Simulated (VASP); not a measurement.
A run of VASP 6.6.1 is set up as follows.

The input INCAR:

```
SYSTEM = Li
  PREC = Accurate
  ENCUT = 520
  EDIFF = 1E-7
  ISMEAR = -1
  SIGMA = 0.1
  LREAL = Auto
  LASPH = .TRUE.
  NELM = 80
  ALGO = Normal
  ISIF = 2
  LWAVE = .FALSE.
  LCHARG = .FALSE.
  GGA = PE
  NBANDS = 38
```

The input KPOINTS:

```
Automatic mesh
0
G
  2 2 2
  0 0 0
```

File POSCAR:

```
Li
1.0
    7.0011780000      0.0000000000      0.0000000000
    0.0000000000      7.0011780000      0.0000000000
    0.0000000000      0.0000000000      7.0011780000
Li
16
Direct
   -0.0389791547      0.1572163999     -0.0524054666
    0.5511929564     -0.0021139300      0.0738589992
    0.0922130533      0.5301107899     -0.0874424275
   -0.0131263624      0.0504915030      0.4076885347
    0.2900511885      0.3173465951      0.1291068446
    0.4897604375      0.5738462870     -0.1577020324
    0.5065147608      0.0905133393      0.4404401659
    0.7067810588      0.3493554942      0.1746277555
    0.0939556172      0.4207291973      0.3971474515
    0.2393025859      0.8502140640      0.1005687900
    0.3614820249      0.2070080207      0.7194789220
    0.4554804920      0.6233093916      0.3313442395
    0.8187622140      0.7468885950      0.2178347701
    0.7784689948      0.4127305433      0.6952544272
    0.2206342990      0.8146057706      0.6697587177
    0.8068356497      0.8286605483      0.7113088683
```

Potentials or basis: VASP PAW PBE potentials, release 64 (Li_sv).

Command:

```bash
$ cat potpaw_PBE.64/Li_sv/POTCAR > POTCAR
$ mpirun -np 1 vasp_std > vasp.out
```

Predict the band gap on the k mesh.

zero (bands 24 and 25 overlap by 0.68 eV).

Estimate the largest force.

0.741 eV/Å.

Forces in eV/Å, atoms in the order of the input:
```
Li   0.105 -0.425 -0.046
Li   0.382  0.050 -0.626
Li  -0.346  0.207  0.023
Li   0.072  0.136 -0.087
Li   0.370 -0.421 -0.154
Li  -0.060  0.212  0.431
Li   0.325 -0.249 -0.328
Li   0.156  0.092 -0.025
Li  -0.193  0.451  0.501
Li  -0.535  0.033  0.106
Li  -0.424  0.242  0.558
Li   0.007  0.060  0.457
Li   0.251 -0.198 -0.149
Li   0.084 -0.381 -0.472
Li   0.066  0.064 -0.240
Li  -0.260  0.128  0.052
```

Caveat: the k points lie up to 0.45 Å⁻¹ apart, too coarse for converged energies and pressures of a metal; the atoms stand as in a frame of molecular dynamics.
